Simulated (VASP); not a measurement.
Here is a VASP 6.6.1 calculation.

Contents of INCAR:

```
ALGO     = Normal         # electronic algorithm
EDIFF    = 1E-7           # SCF threshold, eV
ENCUT    = 520            # plane-wave cutoff, eV
GGA      = PE             # functional
ISIF     = 2              # what is computed and relaxed
ISMEAR   = 0              # smearing method
LASPH    = T              # aspherical terms in the spheres
LCHARG   = T              # write CHGCAR
LELF     = T              # ELF
LREAL    = F              # projectors in reciprocal space
LVHAR    = T            
LWAVE    = F              # write WAVECAR
NBANDS   = 26             # bands
NELM     = 80             # most SCF steps
PREC     = Accurate       # precision mode
SIGMA    = 0.2            # smearing width, eV
```

File KPOINTS:

```
k-points
0
Gamma
  3 3 3
```

File POSCAR:

```
Si7P
1.0
    5.4200000000      0.0000000000      0.0000000000
    0.0000000000      5.4200000000      0.0000000000
    0.0000000000      0.0000000000      5.4200000000
Si P
7 1
Direct
    0.0000000000      0.5000000000      0.5000000000
    0.7500000000      0.7500000000      0.2500000000
    0.5000000000      0.0000000000      0.5000000000
    0.7500000000      0.2500000000      0.7500000000
    0.5000000000      0.5000000000      0.0000000000
    0.2500000000      0.7500000000      0.7500000000
    0.2500000000      0.2500000000      0.2500000000
    0.0000000000      0.0000000000      0.0000000000
```

Potentials or basis: VASP PAW PBE potentials, release 64 (Si, P).

Command:

```console
$ cat potpaw_PBE.64/Si/POTCAR potpaw_PBE.64/P/POTCAR > POTCAR
$ mpirun -np 1 vasp_std > vasp.out
```

Task: What does it give for the band gap on the k mesh?

Result: Zero (an odd number of electrons rules out a gap without spin polarisation).

Task: What does it give for the pressure?

Result: -0.1 GPa.

Caveat: the k points lie up to 0.39 Å⁻¹ apart, too coarse for converged energies and pressures of a metal; an odd number of electrons without spin polarisation forces a metal; a magnetic or distorted state may lie lower.
